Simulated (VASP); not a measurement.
Here is a VASP 6.6.1 calculation.

The input POSCAR:

```
KTaO3
1.0
    3.9883000000      0.0000000000      0.0000000000
    0.0000000000      3.9883000000      0.0000000000
    0.0000000000      0.0000000000      3.9883000000
K Ta O
1 1 3
Direct
    0.5000000000      0.5000000000      0.5000000000
    0.0000000000      0.0000000000      0.0000000000
    0.5000000000      0.0000000000      0.0000000000
    0.0000000000      0.5000000000      0.0000000000
    0.0000000000      0.0000000000      0.5000000000
```

Contents of INCAR.step1:

```
ALGO = Normal ; EDIFF = 1E-4
ENCUT = 520 ; GGA = PE
ISMEAR = 0 ; LASPH = True
LCHARG = False ; LREAL = False
LWAVE = True ; NBANDS = 27
NELM = 80 ; PREC = Accurate
SIGMA = 0.1
```

File INCAR.step2:

```
ALGO = Normal ; EDIFF = 1E-6
ENCUT = 520 ; ISIF = 2
ISMEAR = 0 ; ISTART = 1
LASPH = True ; LCHARG = False
LMIXTAU = True ; LREAL = False
LWAVE = False ; METAGGA = R2SCAN
NBANDS = 27 ; NELM = 80
PREC = Accurate ; SIGMA = 0.1
```

File KPOINTS:

```
k-points
0
Gamma
  4 4 4
```

Potentials or basis: VASP PAW PBE potentials, release 64 (K_sv, Ta_pv, O).

Run with:

```console
$ cat potpaw_PBE.64/K_sv/POTCAR potpaw_PBE.64/Ta_pv/POTCAR potpaw_PBE.64/O/POTCAR > POTCAR
$ cp INCAR.step1 INCAR
$ mpirun -np 1 vasp_std > vasp.out
$ cp INCAR.step2 INCAR
$ mpirun -np 1 vasp_std > vasp.out
```

(1) Predict the band gap on the k mesh.

(2) What does it give for the pressure?

## Answers

(1) 2.58 eV, indirect (least direct gap 3.24 eV).

(2) 1.3 GPa.

Caveat: the PAW data sets were made with another functional, which shifts forces and pressure a little; spin-orbit coupling is left out, which moves the levels of the heavy elements.
